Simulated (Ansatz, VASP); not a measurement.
## Pd: VASP beside Ansatz

INCAR

```
SYSTEM = Pd
PREC = Accurate
ENCUT = 520
EDIFF = 1E-7
ISMEAR = -1
SIGMA = 0.05
LREAL = .False.
LASPH = .True.
NELM = 150
ALGO = Normal
ISIF = 2
LWAVE = .False.
LCHARG = .False.
ISPIN = 2
MAGMOM = 0.5
LORBIT = 11
LMAXMIX = 4
GGA = RE
NBANDS = 15
```

Contents of KPOINTS:

```
Automatic mesh
0
Gamma
  19 19 19
  0 0 0
```

POSCAR

```
Pd
1.0
    2.6355039010      0.0000000000      0.0000000000
    0.0000000000      2.6355039010      0.0000000000
    0.0000000000      0.0000000000      2.6355039010
Pd
1
Direct
    0.0000000000      0.0000000000      0.0000000000
```

Input for Ansatz:

```yaml
crystal:
  lattice:
    - [2.635503901, 0.0, 0.0]
    - [0.0, 2.635503901, 0.0]
    - [0.0, 0.0, 2.635503901]
  atoms:
    - { symbol: Pd, position: [0.0, 0.0, 0.0], spin: 0.5 }
hamiltonian:
  xc: revpbe
  pseudopotentials:
    kind: paw
    azcp:
      Pd: "pseudopotentials/Pd.paw.azcp"
basis:
  ecutwfc: 420
  fft_grid_basis: typed
kpoints:
  mp_grid: { grid: [19, 19, 19], shift: [0, 0, 0] }
magnetization:
  spin_polarized: true
scf:
  occupations: { method: fermi_dirac, width: 0.05 }
```

Alike in both runs: task single point; functional revPBE; k mesh 19 × 19 × 19; occupations fermi-dirac, width 0.05 eV; collinear spin.

```csv
,VASP,Ansatz
version,VASP 6.6.1,Ansatz 0.2.0
potentials or method,"VASP PAW PBE potentials, release 64 (Pd), cutoff 520 eV","plane waves (420 eV) with PAW, scalar-relativistic"
valence electrons in the cell,10,18
```

|  | VASP | Ansatz | Ansatz less VASP |
| --- | --- | --- | --- |
| net moment per atom (μB) | 0.00 | 0.00 | 0.000 |

VASP's potentials were made for PBE, not for revPBE. VASP's potentials hold 10 valence electrons a cell and Ansatz's 18, so a difference there can come from the potentials and not from the codes. Ansatz's warnings: seeded moment not kept.
